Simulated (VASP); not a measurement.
# Si (Fd-3m) in VASP: notebook, part 2 of 4

VASP 6.6.1.

### Step 3. Relaxation of cell and atoms, r2SCAN, target pressure 4 GPa, at which the enthalpy is minimised

File POSCAR:

```
Si
1.0
    0.0000000000      2.7220875855      2.7220875855
    2.7220875855      0.0000000000      2.7220875855
    2.7220875855      2.7220875855      0.0000000000
Si
2
Direct
    0.2500000000      0.2500000000      0.2500000000
    0.0000000000      0.0000000000      0.0000000000
```

File INCAR.step1:

```
PREC = Accurate
ENCUT = 600
ISMEAR = 0
SIGMA = 0.01
LREAL = False
LASPH = True
NELM = 80
GGA = PE
ALGO = Normal
EDIFF = 1E-4
LWAVE = True
LCHARG = False
```

File INCAR.step2:

```
PREC = Accurate
ENCUT = 600
EDIFF = 1E-6
ISMEAR = 0
SIGMA = 0.01
LREAL = False
LASPH = True
NELM = 80
ALGO = Normal
ISIF = 3
LWAVE = False
LCHARG = False
METAGGA = R2SCAN
LMIXTAU = True
IBRION = 2
NSW = 100
EDIFFG = -0.002
PSTRESS = 40.0
ISTART = 1
```

File KPOINTS:

```
regular mesh
0
Gamma
  8 8 8
```

Potentials or basis: VASP PAW PBE potentials, release 64 (Si).

Launch:

```sh
$ cat potpaw_PBE.64/Si/POTCAR > POTCAR
$ cp INCAR.step1 INCAR
$ mpirun -np 1 vasp_std > vasp.out
$ cp INCAR.step2 INCAR
$ mpirun -np 1 vasp_std > vasp.out
```

OUTCAR:

```text
PREC = Accurate
   ENCUT = 600
   EDIFF = 1E-6
   ISMEAR = 0
   LREAL = False
   LASPH = True
   NELM = 80
   ISIF = 3
   METAGGA = R2SCAN
   IBRION = 2
   NSW = 100
   EDIFFG = -0.002
   PSTRESS = 40.0
   ISTART = 1

 ion  position               nearest neighbor table
   1  0.250  0.250  0.250-   2 2.36   2 2.36   2 2.36   2 2.36
   2  0.000  0.000  0.000-   1 2.36   1 2.36   1 2.36   1 2.36

  LATTYP: Found a face centered cubic cell.
 ALAT       =     5.4441751710

  Lattice vectors:

 A1 = (   0.0000000000,   2.7220875855,   2.7220875855)
 A2 = (   2.7220875855,   0.0000000000,   2.7220875855)
 A3 = (   2.7220875855,   2.7220875855,   0.0000000000)

Analysis of symmetry for initial positions (statically):
=====================================================================
 Subroutine PRICEL returns:
 Original cell was already a primitive cell.

 Routine SETGRP: Setting up the symmetry group for a
 face centered cubic supercell.

 Subroutine GETGRP returns: Found 48 space group operations
 (whereof 24 operations were pure point group operations)
 out of a pool of 48 trial point group operations.

The static configuration has the point symmetry T_d .
 The point group associated with its full space group is O_h .

Analysis of symmetry for dynamics (positions and initial velocities):
=====================================================================
 Subroutine PRICEL returns:
 Original cell was already a primitive cell.

 Routine SETGRP: Setting up the symmetry group for a
 face centered cubic supercell.

 Subroutine GETGRP returns: Found 48 space group operations
 (whereof 24 operations were pure point group operations)
 out of a pool of 48 trial point group operations.

The dynamic configuration has the point symmetry T_d .
 The point group associated with its full space group is O_h .

 Subroutine INISYM returns: Found 48 space group operations
 (whereof 24 operations are pure point group operations),
 and found     1 'primitive' translations

----------------------------------------------------------------------------------------

                                     Primitive cell

  volume of cell :      40.3400

  direct lattice vectors                    reciprocal lattice vectors
     0.000000000  2.722087586  2.722087586    -0.183682554  0.183682554  0.183682554
     2.722087586  0.000000000  2.722087586     0.183682554 -0.183682554  0.183682554
     2.722087586  2.722087586  0.000000000     0.183682554  0.183682554 -0.183682554

  length of vectors
     3.849613181  3.849613181  3.849613181     0.318147516  0.318147516  0.318147516

  position of ions in fractional coordinates (direct lattice)
     0.250000000  0.250000000  0.250000000
     0.000000000  0.000000000  0.000000000

  ion indices of the primitive-cell ions
   primitive index   ion index
                 1           1
                 2           2

----------------------------------------------------------------------------------------

 KPOINTS: regular mesh

Automatic generation of k-mesh.
 Grid dimensions read from file:
 generate k-points for:    8    8    8

 Generating k-lattice:

  Cartesian coordinates                     Fractional coordinates (reciprocal lattice)
    -0.022960319  0.022960319  0.022960319     0.125000000  0.000000000  0.000000000
     0.022960319 -0.022960319  0.022960319     0.000000000  0.125000000  0.000000000
     0.022960319  0.022960319 -0.022960319     0.000000000  0.000000000  0.125000000

  Length of vectors
     0.039768440  0.039768440  0.039768440

  Shift w.r.t. Gamma in fractional coordinates (k-lattice)
     0.000000000  0.000000000  0.000000000

 Subroutine IBZKPT returns following result:
 ===========================================

 Found     29 irreducible k-points:

 Following reciprocal coordinates:
            Coordinates               Weight
  0.000000  0.000000  0.000000      1.000000
  0.125000  0.000000  0.000000      8.000000
  0.250000  0.000000  0.000000      8.000000
  0.375000  0.000000  0.000000      8.000000
  0.500000  0.000000  0.000000      4.000000
  0.125000  0.125000  0.000000      6.000000
[... 16 lines left out ...]
  0.500000  0.250000  0.125000     48.000000
 -0.375000  0.250000  0.125000     24.000000
 [... further k-points ...]
   k-points           NKPTS =     29   k-points in BZ     NKDIM =     29   number of bands    NBANDS=      8
   number of dos      NEDOS =    301   number of ions     NIONS =      2
   total plane-waves  NPLWV =  32768
   dimension x,y,z NGX =    32 NGY =   32 NGZ =   32
   dimension x,y,z NGXF=    64 NGYF=   64 NGZF=   64
   ions per type =               2
   NGX,Y,Z   is equivalent  to a cutoff of  13.82, 13.82, 13.82 a.u.
   NGXF,Y,Z  is equivalent  to a cutoff of  27.64, 27.64, 27.64 a.u.
 SYSTEM =  unknown system
   PREC   = accura    normal or accurate (medium, high low for compatibility)
   ISTART =      1    job   : 0-new  1-cont  2-samecut
   ICHARG =      0    charge: 1-file 2-atom 10-const
   ISPIN  =      1    spin polarized calculation?
   LNONCOLLINEAR =      F non collinear calculations
   LSORBIT =      F    spin-orbit coupling
   LASPH  =      T    aspherical Exc in radial PAW
   ENCUT  =  600.0 eV  44.10 Ry    6.64 a.u.   7.69  7.69  7.69*2*pi/ulx,y,z
   NELM   =     80;   NELMIN=  2; NELMDL=  0     # of ELM steps
   EDIFF  = 0.1E-05   stopping-criterion for ELM
   LREAL  =      F    real-space projection
   EDIFFG = -.2E-02   stopping-criterion for IOM
   NSW    =    100    number of steps for IOM
   IBRION =      2    ionic relax: 0-MD 1-quasi-New 2-CG
   NFREE  =      1    steps in history (QN), initial steepest desc. (CG)
   ISIF   =      3    stress and relaxation
   ISYM   =      2    0-nonsym 1-usesym 2-fastsym
   POTIM  = 0.5000    time-step for ionic-motion
   TEBEG  =    0.0;   TEEND  =   0.0 temperature during run
   PSTRESS=   40.0 pullay stress
   NELECT =       8.0000    total number of electrons
   NUPDOWN=      -1.0000    fix difference up-down
   EMIN   =  10.00;   EMAX   =-10.00  energy-range for DOS
   EFERMI =   0.00;   METHOD = LEGACY
   ISMEAR =     0;   SIGMA  =   0.01  broadening in eV -4-tet -1-fermi 0-gaus
   EFERMI_NEDOS =   21; number of points for ismear=-14 and -15
   IALGO  =     38    algorithm
   IMIX   =      4    mixing-type and parameters
     AMIX     =   0.40;   BMIX     =  1.00
     AMIX_MAG =   1.60;   BMIX_MAG =  1.00
  volume/ion in A,a.u.               =      20.17       136.11
  Fermi-wavevector in a.u.,A,eV,Ry     =   0.954683  1.804090 12.400629  0.911421
  Thomas-Fermi vector in A             =   2.083452
   LORBIT       =      0    0 simple, 1 ext, 2 COOP (PROOUT), +10 PAW based schemes
   METAGGA = R2SCAN    functional components
   LHFCALC =     F    Hartree Fock is set to
   AEXX    =    0.0000 exact exchange contribution
   IVDW    =     0    specifies the selected vdW correction
   LEPSILON=     F    determine dielectric tensor
   LRPA    =     F    only Hartree local field effects (RPA)
 conjugate gradient relaxation of ions
 non-spin polarized calculation
 Gauss-broadening in eV      SIGMA  =   0.01
  energy-cutoff  :      600.00
  volume of cell :       40.34
 maximum number of plane-waves:      1365
   NGX = 15   NGY = 15   NGZ = 15

--------------------------------------- Ionic step        1  -------------------------------------------

 number of electron       8.0000000 magnetization

 Free energy of the ion-electron system (eV)
  ---------------------------------------------------
  ext. energy  EPLUGINS =         0.00000000
  ---------------------------------------------------
  free energy    TOTEN  =       -17.54682457 eV

  energy without entropy =      -17.54682457  energy(sigma->0) =      -17.54682457

------------------------ aborting loop because EDIFF is reached ----------------------------------------

  FORCE on cell =-STRESS in cart. coord.  units (eV):
  Direction    XX          YY          ZZ          XY          YZ          ZX
  --------------------------------------------------------------------------------------
  -------------------------------------------------------------------------------------
  Total       -0.0573658     -0.0573658     -0.0573658      0.0000000      0.0000000      0.0000000
  in kB       -2.2783859     -2.2783859     -2.2783859      0.0000000      0.0000000      0.0000000
  external PRESSURE =     -42.2783859 kB  Pullay stress =      40.0000000 kB
[... 25 lines left out ...]
--------------------------------------- Ionic step        2  -------------------------------------------

 number of electron       8.0000000 magnetization

 E-fermi :   6.5654     XC(G=0): -10.1390

 val. band max:        6.4823780907   @ k =   0.0000   0.0000   0.0000
 cond. band min:       7.1783811947   @ k =   0.3750   0.3750   0.0000
 fundamental gap:      0.6960031040
 Fermi energy:         6.5654227725

 k-point     1 :       0.0000    0.0000    0.0000
  band No.  band energies     occupation
      1      -6.5635      2.00000
      2       6.4824      2.00000
      3       6.4824      2.00000
      4       6.4824      2.00000
      5       9.2694      0.00000
      6       9.2694      0.00000
      7       9.2694      0.00000
      8      11.3661      0.00000
[... 404 lines left out ...]
--------------------------------------- Ionic step        6  -------------------------------------------

 number of electron       8.0000000 magnetization

 Free energy of the ion-electron system (eV)
  ---------------------------------------------------
  ext. energy  EPLUGINS =         0.00000000
  ---------------------------------------------------
  free energy    TOTEN  =       -17.52881985 eV

  energy without entropy =      -17.52881985  energy(sigma->0) =      -17.52881985

 E-fermi :   6.1799     XC(G=0):  -9.9859

 val. band max:        6.0788649296   @ k =   0.0000   0.0000   0.0000
 cond. band min:       6.8398551344   @ k =   0.3750   0.3750   0.0000
 fundamental gap:      0.7609902047
 Fermi energy:         6.1798507900

 k-point     1 :       0.0000    0.0000    0.0000
  band No.  band energies     occupation
      1      -6.6851      2.00000
      2       6.0789      2.00000
      3       6.0789      2.00000
      4       6.0789      2.00000
      5       8.8512      0.00000
      6       8.8512      0.00000
      7       8.8512      0.00000
      8      10.4793      0.00000
[... 286 lines left out ...]
  energy  without entropy=      -17.5288198547  energy(sigma->0) =      -17.52881985

  enthalpy is  TOTEN    =       -16.5614299590 eV   P V=        0.9673898957

 reached required accuracy - stopping structural energy minimisation
```

It took 1.8 min on 1 thread of Intel Xeon Platinum 8488C (Sapphire Rapids), shared host; peak memory 0.18 GiB.

Results:

```yaml
Free_energy: -17.5288 eV
Relaxed_volume: 19.37 Å³/atom
Relaxed_cell: a = 3.798 Å, b = 3.798 Å, c = 3.798 Å, α = 60.00°, β = 60.00°, γ = 60.00°
Space_group_after_relaxing_to_0.05_Å: Fd-3m (No. 227)
Energy_change_on_relaxing_the_enthalpy_is_what_falls: +9.0 meV/atom
Ionic_steps: 6
Pressure_after_relaxing: 4.0 GPa
Band_gap_on_the_k_mesh: 0.76 eV, indirect (least direct gap 2.77 eV)
```

Step by step:
| step | energy change (eV) | largest force (eV/Å) | pressure (GPa) | volume (Å³) |
| --- | --- | --- | --- | --- |
| 1 | 0.0000 | 0.0000 | -0.23 | 40.34 |
| 2 | 0.0740 | 0.0000 | 8.65 | 37.31 |
| 3 | 0.0178 | 0.0000 | 3.98 | 38.76 |
| 4 | 0.0186 | 0.0000 | 4.05 | 38.73 |
| 5 | 0.0178 | 0.0000 | 3.98 | 38.76 |
| 6 | 0.0180 | 0.0000 | 4.00 | 38.75 |

Final structure:
```
CELL_PARAMETERS angstrom
0.00000 2.68580 2.68580
2.68580 0.00000 2.68580
2.68580 2.68580 0.00000
ATOMIC_POSITIONS crystal
Si 0.25000 0.25000 0.25000
Si 0.00000 0.00000 0.00000
```

Caveat: the cell is relaxed towards a set pressure, so the enthalpy falls and the energy may rise; the PAW data sets were made with another functional, which shifts forces and pressure a little. r2SCAN opens gaps a little over a GGA but as a rule still falls short of measured ones.

[end of part 2 of 4]
